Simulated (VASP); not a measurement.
# Si2O (antifluorite type) (Fm-3m) in VASP: single point with PBE

Aim: the single point of Si2O (antifluorite type) with PBE.

Everything below comes from runs of VASP 6.6.1. Logs are shortened: lines on timing, memory, paths and dates and some standing lists are left out, and cuts for length are marked.

### Step 1. The cell of the first run

Symmetry: Fm-3m, No. 225, cubic system. Conventional cell: a = 5.621 Å, b = 5.621 Å, c = 5.621 Å, α = 90.00°, β = 90.00°, γ = 90.00°. Si (site symmetry -43m) has 4 O at 2.43 Å and 6 Si at 2.81 Å within 3.2 Å. O (site symmetry m-3m) has 8 Si at 2.43 Å within 3.2 Å.

### Step 2. Single point, PBE

Contents of INCAR:

```
SYSTEM = Si2O
PREC = Accurate
ENCUT = 600
EDIFF = 1E-6
ISMEAR = -1
SIGMA = 0.06122561905347299
LREAL = .FALSE.
LASPH = .TRUE.
NELM = 120
ALGO = Normal
ISIF = 2
LWAVE = .FALSE.
LCHARG = .FALSE.
GGA = PE
NBANDS = 14
GGA_COMPAT = .FALSE.
```

Contents of KPOINTS:

```
regular mesh
0
G
  34 34 34
  0 0 0
```

Contents of POSCAR:

```
Si2O
1.0
    0.0000000000      2.8104598291      2.8104598291
    2.8104598291      0.0000000000      2.8104598291
    2.8104598291      2.8104598291      0.0000000000
Si O
2 1
Direct
    0.2500000000      0.2500000000      0.2500000000
    0.7500000000      0.7500000000      0.7500000000
    0.0000000000      0.0000000000      0.0000000000
```

Potentials or basis: VASP PAW PBE potentials, release 64 (Si, O).

Run with:

```
cat potpaw_PBE.64/Si/POTCAR potpaw_PBE.64/O/POTCAR > POTCAR
mpirun -np 1 vasp_std > vasp.out
```

OUTCAR:

```text
SYSTEM = Si2O
   PREC = Accurate
   ENCUT = 600
   EDIFF = 1E-6
   ISMEAR = -1
   LREAL = .FALSE.
   LASPH = .TRUE.
   NELM = 120
   ISIF = 2
   GGA = PE

 ion  position               nearest neighbor table
   1  0.250  0.250  0.250-   3 2.43   3 2.43   3 2.43   3 2.43   2 2.81   2 2.81   2 2.81   2 2.81
                             2 2.81   2 2.81
   2  0.750  0.750  0.750-   3 2.43   3 2.43   3 2.43   3 2.43   1 2.81   1 2.81   1 2.81   1 2.81
                             1 2.81   1 2.81
   3  0.000  0.000  0.000-   2 2.43   2 2.43   2 2.43   1 2.43   1 2.43   1 2.43   2 2.43   1 2.43

  LATTYP: Found a face centered cubic cell.
 ALAT       =     5.6209196582

  Lattice vectors:

 A1 = (   0.0000000000,   2.8104598291,   2.8104598291)
 A2 = (   2.8104598291,   0.0000000000,   2.8104598291)
 A3 = (   2.8104598291,   2.8104598291,   0.0000000000)

Analysis of symmetry for initial positions (statically):
=====================================================================
 Subroutine PRICEL returns:
 Original cell was already a primitive cell.

 Routine SETGRP: Setting up the symmetry group for a
 face centered cubic supercell.

 Subroutine GETGRP returns: Found 48 space group operations
 (whereof 48 operations were pure point group operations)
 out of a pool of 48 trial point group operations.

The static configuration has the point symmetry O_h .

Analysis of symmetry for dynamics (positions and initial velocities):
=====================================================================
 Subroutine PRICEL returns:
 Original cell was already a primitive cell.

 Routine SETGRP: Setting up the symmetry group for a
 face centered cubic supercell.

 Subroutine GETGRP returns: Found 48 space group operations
 (whereof 48 operations were pure point group operations)
 out of a pool of 48 trial point group operations.

The dynamic configuration has the point symmetry O_h .

 Subroutine INISYM returns: Found 48 space group operations
 (whereof 48 operations are pure point group operations),
 and found     1 'primitive' translations

----------------------------------------------------------------------------------------

                                     Primitive cell

  volume of cell :      44.3979

  direct lattice vectors                    reciprocal lattice vectors
     0.000000000  2.810459829  2.810459829    -0.177906830  0.177906830  0.177906830
     2.810459829  0.000000000  2.810459829     0.177906830 -0.177906830  0.177906830
     2.810459829  2.810459829  0.000000000     0.177906830  0.177906830 -0.177906830

  length of vectors
     3.974590407  3.974590407  3.974590407     0.308143669  0.308143669  0.308143669

  position of ions in fractional coordinates (direct lattice)
     0.250000000  0.250000000  0.250000000
     0.750000000  0.750000000  0.750000000
     0.000000000  0.000000000  0.000000000

  ion indices of the primitive-cell ions
   primitive index   ion index
                 1           1
                 2           2
                 3           3

----------------------------------------------------------------------------------------

 KPOINTS: regular mesh

Automatic generation of k-mesh.
 Grid dimensions read from file:
 generate k-points for:   34   34   34

 Generating k-lattice:

  Cartesian coordinates                     Fractional coordinates (reciprocal lattice)
    -0.005232554  0.005232554  0.005232554     0.029411765  0.000000000  0.000000000
     0.005232554 -0.005232554  0.005232554     0.000000000  0.029411765  0.000000000
     0.005232554  0.005232554 -0.005232554     0.000000000  0.000000000  0.029411765

  Length of vectors
     0.009063049  0.009063049  0.009063049

  Shift w.r.t. Gamma in fractional coordinates (k-lattice)
     0.000000000  0.000000000  0.000000000

 Subroutine IBZKPT returns following result:
 ===========================================

 Found   1059 irreducible k-points:

 Following reciprocal coordinates:
            Coordinates               Weight
  0.000000  0.000000  0.000000      1.000000
  0.029412  0.000000  0.000000      8.000000
  0.058824  0.000000  0.000000      8.000000
  0.088235  0.000000  0.000000      8.000000
  0.117647  0.000000  0.000000      8.000000
  0.147059  0.000000  0.000000      8.000000
[... 16 lines left out ...]
  0.147059  0.029412  0.000000     24.000000
  0.176471  0.029412  0.000000     24.000000
 [... further k-points ...]
   k-points           NKPTS =   1059   k-points in BZ     NKDIM =   1059   number of bands    NBANDS=     14
   number of dos      NEDOS =    301   number of ions     NIONS =      3
   total plane-waves  NPLWV =  32768
   dimension x,y,z NGX =    32 NGY =   32 NGZ =   32
   dimension x,y,z NGXF=    64 NGYF=   64 NGZF=   64
   ions per type =               2   1
   NGX,Y,Z   is equivalent  to a cutoff of  13.38, 13.38, 13.38 a.u.
   NGXF,Y,Z  is equivalent  to a cutoff of  26.77, 26.77, 26.77 a.u.
 SYSTEM =  Si2O
   PREC   = accura    normal or accurate (medium, high low for compatibility)
   ISTART =      0    job   : 0-new  1-cont  2-samecut
   ICHARG =      2    charge: 1-file 2-atom 10-const
   ISPIN  =      1    spin polarized calculation?
   LNONCOLLINEAR =      F non collinear calculations
   LSORBIT =      F    spin-orbit coupling
   LASPH  =      T    aspherical Exc in radial PAW
   ENCUT  =  600.0 eV  44.10 Ry    6.64 a.u.   7.94  7.94  7.94*2*pi/ulx,y,z
   NELM   =    120;   NELMIN=  2; NELMDL= -5     # of ELM steps
   EDIFF  = 0.1E-05   stopping-criterion for ELM
   LREAL  =      F    real-space projection
   EDIFFG = 0.1E-04   stopping-criterion for IOM
   NSW    =      0    number of steps for IOM
   IBRION =     -1    ionic relax: 0-MD 1-quasi-New 2-CG
   NFREE  =      0    steps in history (QN), initial steepest desc. (CG)
   ISIF   =      2    stress and relaxation
   ISYM   =      2    0-nonsym 1-usesym 2-fastsym
   POTIM  = 0.5000    time-step for ionic-motion
   TEBEG  =    0.0;   TEEND  =   0.0 temperature during run
   PSTRESS=    0.0 pullay stress
   NELECT =      14.0000    total number of electrons
   NUPDOWN=      -1.0000    fix difference up-down
   EMIN   =  10.00;   EMAX   =-10.00  energy-range for DOS
   EFERMI =   0.00;   METHOD = LEGACY
   ISMEAR =    -1;   SIGMA  =   0.06  broadening in eV -4-tet -1-fermi 0-gaus
   EFERMI_NEDOS =   21; number of points for ismear=-14 and -15
   IALGO  =     38    algorithm
   IMIX   =      4    mixing-type and parameters
     AMIX     =   0.40;   BMIX     =  1.00
     AMIX_MAG =   1.60;   BMIX_MAG =  1.00
  volume/ion in A,a.u.               =      14.80        99.87
  Fermi-wavevector in a.u.,A,eV,Ry     =   1.114286  2.105696 16.893456  1.241634
  Thomas-Fermi vector in A             =   2.250880
   LORBIT       =      0    0 simple, 1 ext, 2 COOP (PROOUT), +10 PAW based schemes
   GGA     = PE    functional components
   LHFCALC =     F    Hartree Fock is set to
   AEXX    =    0.0000 exact exchange contribution
   IVDW    =     0    specifies the selected vdW correction
   LEPSILON=     F    determine dielectric tensor
   LRPA    =     F    only Hartree local field effects (RPA)
 non-spin polarized calculation
  energy-cutoff  :      600.00
  volume of cell :       44.40
 maximum number of plane-waves:      1524
   NGX = 15   NGY = 15   NGZ = 15

 number of electron      14.0000004 magnetization

 Free energy of the ion-electron system (eV)
  ---------------------------------------------------
  ext. energy  EPLUGINS =         0.00000000
  ---------------------------------------------------
  free energy    TOTEN  =       -13.85959207 eV

  energy without entropy =      -13.83547132  energy(sigma->0) =      -13.84753170

 E-fermi :   6.6976     XC(G=0): -10.4466

 val. band max:        6.6965577392   @ k =  -0.2353   0.0882   0.0000
 cond. band min:       6.6985102309   @ k =  -0.1176   0.1176   0.0294
 fundamental gap:      0.0019524917
 Fermi energy:         6.6975937613

 k-point     1 :       0.0000    0.0000    0.0000
  band No.  band energies     occupation
      1     -12.2236      2.00000
      2      -2.3328      2.00000
      3       2.4265      2.00000
      4       2.4265      2.00000
      5       2.4265      2.00000
      6       5.9927      1.99998
      7       6.2189      1.99920
      8       6.2189      1.99920
      9       6.2189      1.99920
     10      11.7741      0.00000
     11      11.7741      0.00000
     12      11.7741      0.00000
     13      13.0799      0.00000
     14      13.0799      0.00000

 k-point     2 :       0.0294    0.0000    0.0000
  band No.  band energies     occupation
      1     -12.2205      2.00000
      2      -2.3384      2.00000
      3       2.4198      2.00000
      4       2.4199      2.00000
      5       2.4209      2.00000
      6       5.6761      2.00000
      7       6.2316      1.99901
      8       6.2316      1.99901
      9       6.5628      1.80072
     10      11.6646      0.00000
     11      11.6646      0.00000
     12      11.7555      0.00000
     13      13.2142      0.00000
     14      13.2142      0.00000

 k-point     3 :       0.0588    0.0000    0.0000
  band No.  band energies     occupation
      1     -12.2112      2.00000
      2      -2.3548      2.00000
      3       2.3998      2.00000
      4       2.4003      2.00000
      5       2.4003      2.00000
      6       5.3122      2.00000
      7       6.2688      1.99818
      8       6.2688      1.99818
      9       7.0103      0.01203
     10      11.4192      0.00000
     11      11.4192      0.00000
     12      11.7042      0.00000
     13      13.5337      0.00000
     14      13.5337      0.00000
[... 324 lines left out ...]
 k-point    23 :       0.1471    0.0294    0.0000
  band No.  band energies     occupation
      1     -12.1564      2.00000
      2      -2.4455      2.00000
      3       2.1162      2.00000
      4       2.2418      2.00000
      5       2.3982      2.00000
      6       4.6449      2.00000
      7       6.4675      1.95441
      8       6.4853      1.93949
      9       8.2124      0.00000
     10      10.3050      0.00000
     11      10.9809      0.00000
     12      11.6225      0.00000
     13      14.4677      0.00000
     14      14.8771      0.00000

 k-point    24 :       0.1765    0.0294    0.0000
  band No.  band energies     occupation
      1     -12.1281      2.00000
      2      -2.4882      2.00000
      3       1.9375      2.00000
      4       2.1864      2.00000
      5       2.3512      2.00000
      6       4.5909      2.00000
      7       6.5581      1.81408
      8       6.5742      1.76469
      9       8.5600      0.00000
     10      10.0773      0.00000
     11      10.7497      0.00000
     12      11.5871      0.00000
     13      14.9481      0.00000
     14      15.2737      0.00000

 [... further k-points ...]

------------------------ aborting loop because EDIFF is reached ----------------------------------------

  FORCE on cell =-STRESS in cart. coord.  units (eV):
  Direction    XX          YY          ZZ          XY          YZ          ZX
  --------------------------------------------------------------------------------------
  -------------------------------------------------------------------------------------
  Total       -0.8824118     -0.8824118     -0.8824118      0.0000000      0.0000000     -0.0000000
  in kB      -31.8434221    -31.8434221    -31.8434221      0.0000000      0.0000000     -0.0000000
  external PRESSURE =     -31.8434221 kB  Pullay stress =       0.0000000 kB

 VOLUME and BASIS-vectors are now :
 -----------------------------------------------------------------------------
  energy-cutoff  :      600.00
  volume of cell :       44.40
      direct lattice vectors                 reciprocal lattice vectors
     0.000000000  2.810459829  2.810459829    -0.177906830  0.177906830  0.177906830
     2.810459829  0.000000000  2.810459829     0.177906830 -0.177906830  0.177906830
     2.810459829  2.810459829  0.000000000     0.177906830  0.177906830 -0.177906830

 POSITION                                       TOTAL-FORCE (eV/Angst)
 -----------------------------------------------------------------------------------
      1.40523      1.40523      1.40523         0.000000      0.000000     -0.000000
      4.21569      4.21569      4.21569        -0.000000     -0.000000      0.000000
      0.00000      0.00000      0.00000         0.000000     -0.000000     -0.000000
 -----------------------------------------------------------------------------------
    total drift:                                0.000000     -0.000000      0.000000

  FREE ENERGIE OF THE ION-ELECTRON SYSTEM (eV)
  ---------------------------------------------------
  free  energy   TOTEN  =       -13.8595920739 eV

  energy  without entropy=      -13.8354713227  energy(sigma->0) =      -13.84753170
```

Wall time 10 min (1 thread of Oxide Virtual Turin-like, shared host); peak memory 0.72 GiB.

What came out:

```
Free energy            : -13.8596 eV
Pressure               : -3.2 GPa
Band gap on the k mesh : zero (bands 7 and 8 overlap by 1.33 eV)
```

Levels at points of the mesh, in eV from the Fermi level:
| k point | band 4 | band 5 | band 6 | band 7 | band 8 | band 9 | band 10 | band 11 |
| --- | --- | --- | --- | --- | --- | --- | --- | --- |
| (0.00, 0.00, 0.00) | -4.27 | -4.27 | -0.70 | -0.48 | -0.48 | -0.48 | 5.08 | 5.08 |
| (0.50, 0.00, 0.00) | -4.85 | -4.85 | -0.49 | 0.19 | 0.19 | 2.17 | 3.32 | 3.32 |
| (0.50, 0.50, 0.00) | -5.90 | -4.94 | -3.71 | -0.41 | 1.56 | 1.56 | 5.53 | 7.10 |

Caveat: the cell stands under tension.
